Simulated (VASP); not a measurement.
# Ni (Im-3m) in VASP: further runs

Ni is run at these levels: PBEsol; tasks: single point.

All numbers are computed with VASP 6.6.1; they aren't measurements. Logs are shortened: lines on timing, memory, paths and dates and some standing lists are left out, and cuts for length are marked.

### Step 1. The cell of the first run

Symmetry: Im-3m, No. 229, cubic system. Conventional cell: a = 2.755 Å, b = 2.755 Å, c = 2.755 Å, α = 90.00°, β = 90.00°, γ = 90.00°. Within 3.2 Å of Ni (site symmetry m-3m) lie 14 Ni at 2.39 to 2.76 Å.

This isn't the form of Ni at room conditions, which is fcc.

### Step 2. Single point, PBEsol, collinear spin, ferromagnetic start

The input, INCAR:

```
PREC = Accurate
ENCUT = 520
EDIFF = 1E-6
ISMEAR = 0
SIGMA = 0.15
LREAL = False
LASPH = True
NELM = 150
ALGO = Normal
ISIF = 2
LWAVE = False
LCHARG = True
ISPIN = 2
MAGMOM = 0.6 0.6
LORBIT = 11
LMAXMIX = 4
GGA = PS
LELF = True
LVHAR = True
NBANDS = 21
```

The input, KPOINTS:

```
Automatic mesh
0
Gamma
  12 12 12
```

The input, POSCAR:

```
Ni
1.0
    0.0000000000     -2.7550755736      0.0000000000
   -2.7550755736      0.0000000000      0.0000000000
    0.0000000000      0.0000000000     -2.7550755736
Ni
2
Direct
    0.5000000000      0.5000000000      0.5000000000
    0.0000000000      0.0000000000      0.0000000000
```

Potentials or basis: VASP PAW PBE potentials, release 64 (Ni).

The run is started by

```
> cat potpaw_PBE.64/Ni/POTCAR > POTCAR
> mpirun -np 1 vasp_std > vasp.out
```

OUTCAR:

```text
PREC = Accurate
   ENCUT = 520
   EDIFF = 1E-6
   ISMEAR = 0
   LREAL = False
   LASPH = True
   NELM = 150
   ISIF = 2
   ISPIN = 2
   LORBIT = 11
   GGA = PS

 ion  position               nearest neighbor table
   1  0.500  0.500  0.500-   2 2.39   2 2.39   2 2.39   2 2.39   2 2.39   2 2.39   2 2.39   2 2.39

   2  0.000  0.000  0.000-   1 2.39   1 2.39   1 2.39   1 2.39   1 2.39   1 2.39   1 2.39   1 2.39

  LATTYP: Found a simple cubic cell.
 ALAT       =     2.7550755736

  Lattice vectors:

 A1 = (   0.0000000000,  -2.7550755736,   0.0000000000)
 A2 = (  -2.7550755736,   0.0000000000,   0.0000000000)
 A3 = (   0.0000000000,   0.0000000000,  -2.7550755736)

Analysis of symmetry for initial positions (statically):
=====================================================================
 Subroutine PRICEL returns following result:

  LATTYP: Found a body centered cubic cell.
 ALAT       =     2.7550755736
[... 12 lines left out ...]
 Subroutine GETGRP returns: Found 48 space group operations
 (whereof 48 operations were pure point group operations)
 out of a pool of 48 trial point group operations.

The static configuration has the point symmetry O_h .

Analysis of symmetry for dynamics (positions and initial velocities):
=====================================================================
 Subroutine PRICEL returns following result:

  LATTYP: Found a body centered cubic cell.
 ALAT       =     2.7550755736
[... 12 lines left out ...]
 Subroutine GETGRP returns: Found 48 space group operations
 (whereof 48 operations were pure point group operations)
 out of a pool of 48 trial point group operations.

The dynamic configuration has the point symmetry O_h .

Analysis of structural, dynamic, and magnetic symmetry:
=====================================================================
 Subroutine PRICEL returns following result:

  LATTYP: Found a body centered cubic cell.
 ALAT       =     2.7550755736
[... 12 lines left out ...]
 Subroutine GETGRP returns: Found 48 space group operations
 (whereof 48 operations were pure point group operations)
 out of a pool of 48 trial point group operations.

The overall configuration has the point symmetry O_h .

 Subroutine INISYM returns: Found 48 space group operations
 (whereof 48 operations are pure point group operations),
 and found     2 'primitive' translations

----------------------------------------------------------------------------------------

                                     Primitive cell

  volume of cell :      10.4561

[... 107 lines left out ...]
  volume/ion in A,a.u.               =      10.46        70.56
  Fermi-wavevector in a.u.,A,eV,Ry     =   1.612939  3.048013 35.396545  2.601573
  Thomas-Fermi vector in A             =   2.708089
   LORBIT       =     11    0 simple, 1 ext, 2 COOP (PROOUT), +10 PAW based schemes
   GGA     = PS    functional components
   LHFCALC =     F    Hartree Fock is set to
   AEXX    =    0.0000 exact exchange contribution
   IVDW    =     0    specifies the selected vdW correction
   LEPSILON=     F    determine dielectric tensor
   LRPA    =     F    only Hartree local field effects (RPA)
 spin polarized calculation
 Gauss-broadening in eV      SIGMA  =   0.15
  energy-cutoff  :      520.00
  volume of cell :       20.91
 maximum number of plane-waves:       587
   NGX = 11   NGY = 11   NGZ = 11

 number of electron      20.0000058 magnetization       0.9846231

 Free energy of the ion-electron system (eV)
  ---------------------------------------------------
  ext. energy  EPLUGINS =         0.00000000
  ---------------------------------------------------
  free energy    TOTEN  =       -12.08811058 eV

  energy without entropy =      -12.05335670  energy(sigma->0) =      -12.07073364

 E-fermi :   9.6227     XC(G=0): -13.6671

 val. band max:        9.6175996356   @ k =   0.5000   0.4167   0.0000
 cond. band min:       9.6267696018   @ k =   0.3333   0.3333   0.0000
 fundamental gap:      0.0091699661
 Fermi energy:         9.6227334700

 spin component 1

 k-point     1 :       0.0000    0.0000    0.0000
  band No.  band energies     occupation
      1       0.4203      1.00000
      2       5.2346      1.00000
      3       5.2346      1.00000
      4       7.2779      1.00000
      5       7.2779      1.00000
      6       7.2779      1.00000
[... 565 lines left out ...]
     20      37.7152      0.00000
     21      37.9466      0.00000

 [... further k-points ...]

 spin component 2

 k-point     1 :       0.0000    0.0000    0.0000
  band No.  band energies     occupation
      1       0.4230      1.00000
      2       5.5352      1.00000
      3       5.5352      1.00000
      4       7.8572      1.00000
      5       7.8572      1.00000
      6       7.8572      1.00000
[... 565 lines left out ...]
     20      37.8171      0.00000
     21      38.0299      0.00000

 [... further k-points ...]

------------------------ aborting loop because EDIFF is reached ----------------------------------------

  FORCE on cell =-STRESS in cart. coord.  units (eV):
  Direction    XX          YY          ZZ          XY          YZ          ZX
  --------------------------------------------------------------------------------------
  -------------------------------------------------------------------------------------
  Total       -0.0102688     -0.0102688     -0.0102688      0.0000000      0.0000000      0.0000000
  in kB       -0.7867399     -0.7867399     -0.7867399      0.0000000      0.0000000      0.0000000
  external PRESSURE =      -0.7867399 kB  Pullay stress =       0.0000000 kB

 VOLUME and BASIS-vectors are now :
 -----------------------------------------------------------------------------
  energy-cutoff  :      520.00
  volume of cell :       20.91
      direct lattice vectors                 reciprocal lattice vectors
     0.000000000 -2.755075574  0.000000000     0.000000000 -0.362966450  0.000000000
    -2.755075574  0.000000000  0.000000000    -0.362966450  0.000000000  0.000000000
     0.000000000  0.000000000 -2.755075574     0.000000000  0.000000000 -0.362966450

 POSITION                                       TOTAL-FORCE (eV/Angst)
 -----------------------------------------------------------------------------------
     -1.37754     -1.37754     -1.37754         0.000000      0.000000      0.000000
      0.00000      0.00000      0.00000        -0.000000     -0.000000     -0.000000
 -----------------------------------------------------------------------------------
    total drift:                               -0.000000      0.000000      0.000000

  FREE ENERGIE OF THE ION-ELECTRON SYSTEM (eV)
  ---------------------------------------------------
  free  energy   TOTEN  =       -12.0881105816 eV

  energy  without entropy=      -12.0533566993  energy(sigma->0) =      -12.07073364

 total charge

# of ion       s       p       d       tot
------------------------------------------
    1        0.511   0.529   8.352   9.391
    2        0.511   0.529   8.352   9.391
--------------------------------------------------
tot          1.021   1.057  16.704  18.783

 magnetization (x)

# of ion       s       p       d       tot
------------------------------------------
    1       -0.004  -0.016   0.516   0.496
    2       -0.004  -0.016   0.516   0.496
--------------------------------------------------
tot         -0.008  -0.032   1.032   0.992
```

Run time: 83 s. Hardware: 1 thread of Intel Xeon 8259CL, shared host; peak memory 0.17 GiB.

Results:

```yaml
Free_energy: -12.0881 eV
Pressure: -0.1 GPa
Net_moment: 0.98 μB per cell
Site_moments: Ni +0.50 μB
Valence_electrons_inside_the_program's_atomic_spheres: Ni 9.39
```

Levels at points of the mesh, in eV from the Fermi level:
Spin up:
```tsv
k point	band 6	band 7	band 8	band 9	band 10	band 11	band 12	band 13	band 14	band 15
(0.00, 0.00, 0.00)	-2.34	-0.86	-0.86	-0.19	-0.19	-0.19	9.98	9.98	9.98	16.06
(0.50, 0.00, 0.00)	-1.95	-1.95	-1.95	-1.28	-1.28	0.16	0.16	17.29	17.29	17.29
(0.50, 0.50, 0.00)	-0.93	-0.69	-0.69	0.05	0.05	0.19	0.19	6.80	6.80	19.44
(0.50, 0.50, 0.50)	-3.27	-0.66	-0.66	-0.66	-0.66	8.43	8.43	8.43	8.43	8.43
```
Spin down:
```tsv
k point	band 8	band 9	band 10	band 11	band 12	band 13
(0.00, 0.00, 0.00)	-0.41	0.47	0.47	0.47	10.02	10.02
(0.50, 0.00, 0.00)	-1.39	-0.66	-0.66	0.55	0.55	17.43
(0.50, 0.50, 0.00)	-0.23	0.18	0.18	0.71	0.71	7.11
(0.50, 0.50, 0.50)	-0.20	-0.20	-0.20	8.64	8.64	8.64
```

Caveat: the PAW data sets were made with another functional, which shifts forces and pressure a little.

### Step 3. Single point, PBEsol, collinear spin, ferromagnetic start

This run uses another cell than the first one: it holds 1 atom, not 2.

The input, INCAR:

```
  ALGO = Normal
  EDIFF = 1E-6
  ENCUT = 520
  GGA = PS
  ISIF = 2
  ISMEAR = 0
  ISPIN = 2
  LASPH = T
  LCHARG = F
  LMAXMIX = 4
  LORBIT = 11
  LREAL = F
  LWAVE = F
  MAGMOM = 0.5
  NBANDS = 15
  NELM = 150
  PREC = Accurate
  SIGMA = 0.1
```

The input, KPOINTS:

```
k-points
0
Gamma
  22 22 22
```

The input, POSCAR:

```
Ni
1.0
   -1.3775377868      1.3775377868      1.3775377868
    1.3775377868     -1.3775377868      1.3775377868
    1.3775377868      1.3775377868     -1.3775377868
Ni
1
Direct
    0.0000000000      0.0000000000      0.0000000000
```

Potentials or basis: VASP PAW PBE potentials, release 64 (Ni).

The run is started by

```
> cat potpaw_PBE.64/Ni/POTCAR > POTCAR
> mpirun -np 1 vasp_std > vasp.out
```

OUTCAR:

```text
EDIFF = 1E-6
   ENCUT = 520
   GGA = PS
   ISIF = 2
   ISMEAR = 0
   ISPIN = 2
   LASPH = T
   LORBIT = 11
   LREAL = F
   NELM = 150
   PREC = Accurate

 ion  position               nearest neighbor table
   1  0.000  0.000  0.000-

  LATTYP: Found a body centered cubic cell.
 ALAT       =     2.7550755736

  Lattice vectors:

 A1 = (  -1.3775377868,   1.3775377868,   1.3775377868)
 A2 = (   1.3775377868,  -1.3775377868,   1.3775377868)
[... 1073 lines left out ...]
  -------------------------------------------------------------------------------------
  Total       -0.0035056     -0.0035056     -0.0035056      0.0000000     -0.0000000      0.0000000
  in kB       -0.5371631     -0.5371631     -0.5371631      0.0000000     -0.0000000      0.0000000
  external PRESSURE =      -0.5371631 kB  Pullay stress =       0.0000000 kB

 VOLUME and BASIS-vectors are now :
 -----------------------------------------------------------------------------
  energy-cutoff  :      520.00
  volume of cell :       10.46
      direct lattice vectors                 reciprocal lattice vectors
    -1.377537787  1.377537787  1.377537787     0.000000000  0.362966450  0.362966450
     1.377537787 -1.377537787  1.377537787     0.362966450  0.000000000  0.362966450
     1.377537787  1.377537787 -1.377537787     0.362966450  0.362966450  0.000000000

 POSITION                                       TOTAL-FORCE (eV/Angst)
 -----------------------------------------------------------------------------------
      0.00000      0.00000      0.00000         0.000000      0.000000      0.000000
 -----------------------------------------------------------------------------------
    total drift:                                0.000000      0.000000      0.000000

  FREE ENERGIE OF THE ION-ELECTRON SYSTEM (eV)
  ---------------------------------------------------
  free  energy   TOTEN  =        -6.0385485089 eV

  energy  without entropy=       -6.0314681457  energy(sigma->0) =       -6.03500833

 total charge

# of ion       s       p       d       tot
------------------------------------------
    1        0.511   0.529   8.351   9.391

 magnetization (x)

# of ion       s       p       d       tot
------------------------------------------
    1       -0.004  -0.015   0.537   0.518
```

stdout:

```text
POSCAR found type information on POSCAR Ni
 POSCAR found :  1 types and       1 ions
 scaLAPACK will be used
 -----------------------------------------------------------------------------
|                                                                             |
|                                                                             |
|     You enforced a specific xc type in the INCAR file but a different       |
|     I HOPE YOU KNOW WHAT YOU ARE DOING!                                     |
|                                                                             |
 -----------------------------------------------------------------------------

 LDA part: xc-table for (Slater+PW92), standard interpolation
 POSCAR, INCAR and KPOINTS ok, starting setup
 FFT: planning ... GRIDC
 FFT: planning ... GRID_SOFT
 FFT: planning ... GRID
 WAVECAR not read
 entering main loop
```

Wall time 2.6 min (1 thread of Intel Xeon 8259CL, shared host); peak memory 0.19 GiB.

Results:

```
Free energy                                           : -6.0385 eV
Pressure                                              : -0.1 GPa
Net moment                                            : 0.51 μB per cell
Site moments                                          : Ni +0.52 μB
Valence electrons inside the program's atomic spheres : Ni 9.39
```

Caveat: the PAW data sets were made with another functional, which shifts forces and pressure a little.
